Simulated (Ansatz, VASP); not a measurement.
# One calculation of TiN, two programs

```xyz
2
Lattice="0.0000 2.0933 2.0933 2.0933 0.0000 2.0933 2.0933 2.0933 0.0000" Properties=species:S:1:pos:R:3 pbc="T T T"
Ti    0.0000    0.0000    0.0000
N     2.0933    2.0933    2.0933
```

Change from the starting cell: volume scaled by 0.96.

Alike in both runs: task single point; functional PBEsol; k mesh 17 × 17 × 17; occupations fermi-dirac, width 0.05 eV; no spin polarisation.

```csv
,VASP,Ansatz
version,VASP 6.6.1,Ansatz 0.2.0
potentials or method,"VASP PAW PBE potentials, release 64 (Ti_sv, N), cutoff 520 eV","all-electron LAPW, scalar-relativistic"
```

|  | VASP | Ansatz | Ansatz less VASP |
| --- | --- | --- | --- |
| pressure (GPa) | 4.3 | 3.8 | -0.47 |

VASP's potentials were made for PBE, not for PBEsol. Ansatz ran all-electron here, and VASP with PAW potentials.
